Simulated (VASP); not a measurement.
Zn: relaxation of cell and atoms with PBEsol

The system is Zn.

```
CELL_PARAMETERS angstrom
2.79000 0.00000 0.00000
-1.39500 2.41621 0.00000
0.00000 0.00000 4.55607
ATOMIC_POSITIONS crystal
Zn 0.33333 0.66667 0.25000
Zn 0.66667 0.33333 0.75000
```

```
Program                : VASP 6.6.1
Task                   : relaxation of cell and atoms
Functional             : PBEsol
Potentials or basis    : VASP PAW PBE potentials, release 64 (Zn)
Cutoff                 : 600 eV
k mesh                 : 7 × 7 × 4
Occupations            : gaussian, width 0.1 eV
Spin                   : no spin polarisation
Target pressure        : 40 GPa
Dipole correction      : no
Further INCAR settings : ALGO = Normal; EDIFF = 1e-06; IBRION = 2; EDIFFG = -0.02; NSW = 60; ISIF = 3
```

```json
{
 "Relaxed volume": "11.10 Å³/atom",
 "Relaxed cell": "a = 2.456 Å, b = 2.456 Å, c = 4.252 Å, α = 90.00°, β = 90.00°, γ = 120.00°",
 "Space group after relaxing (to 0.05 Å)": "P6_3/mmc (No. 194)",
 "Energy change on relaxing (the enthalpy is what falls)": "+246.9 meV/atom",
 "Ionic steps": "9",
 "Pressure after relaxing": "40.1 GPa",
 "Band gap on the k mesh": "zero (band 12 reaches 6.79 eV, above the bottom of band 13 at 3.89 eV)"
}
```

Step by step:
| step | energy change (eV) | largest force (eV/Å) | pressure (GPa) | volume (Å³) |
| --- | --- | --- | --- | --- |
| 1 | 0.0000 | 0.0000 | -5.72 | 30.71 |
| 2 | 6.1171 | 0.0000 | 282.38 | 15.04 |
| 3 | 0.3727 | 0.0000 | 32.37 | 22.84 |
| 4 | 0.4653 | 0.0000 | 37.27 | 22.41 |
| 5 | 0.5326 | 0.0000 | 40.67 | 22.12 |
| 6 | 0.5131 | 0.0000 | 41.10 | 22.13 |
| 7 | 0.5121 | 0.0000 | 40.95 | 22.13 |
| 8 | 0.4667 | 0.0000 | 38.69 | 22.31 |
| 9 | 0.4938 | 0.0000 | 40.10 | 22.20 |

Final structure:
```cif
data_structure
_symmetry_space_group_name_H-M 'P 1'
_symmetry_Int_Tables_number 1
_cell_length_a 2.4556
_cell_length_b 2.4556
_cell_length_c 4.2516
_cell_angle_alpha 90.000
_cell_angle_beta 90.000
_cell_angle_gamma 120.000
_cell_volume 22.20
loop_
_atom_site_label
_atom_site_type_symbol
_atom_site_fract_x
_atom_site_fract_y
_atom_site_fract_z
_atom_site_occupancy
Zn1 Zn 0.33333 0.66667 0.25000 1
Zn2 Zn 0.66667 0.33333 0.75000 1
```

Levels at points of the mesh, in eV from the Fermi level:
| k point | band 8 | band 9 | band 10 | band 11 | band 12 | band 13 | band 14 | band 15 | band 16 |
| --- | --- | --- | --- | --- | --- | --- | --- | --- | --- |
| (0.00, 0.00, 0.00) | -8.78 | -8.78 | -8.27 | -8.27 | -5.60 | -2.30 | 19.04 | 19.63 | 19.63 |
| (0.00, 0.00, 0.50) | -9.31 | -8.46 | -8.46 | -8.46 | -8.46 | 6.85 | 6.85 | 20.78 | 20.78 |

Wall time 51 s on 1 thread of Intel(R) Xeon(R) Platinum 8488C (Sapphire Rapids), on a shared host, peak memory 0.16 GiB.

Caveat: the k points lie up to 0.42 Å⁻¹ apart in the final cell; the cell is relaxed towards a set pressure, so the enthalpy falls and the energy may rise; the volume moved by over 15 % at a fixed basis, so the end points are rough; the PAW data sets were made with another functional, which shifts forces and pressure a little.
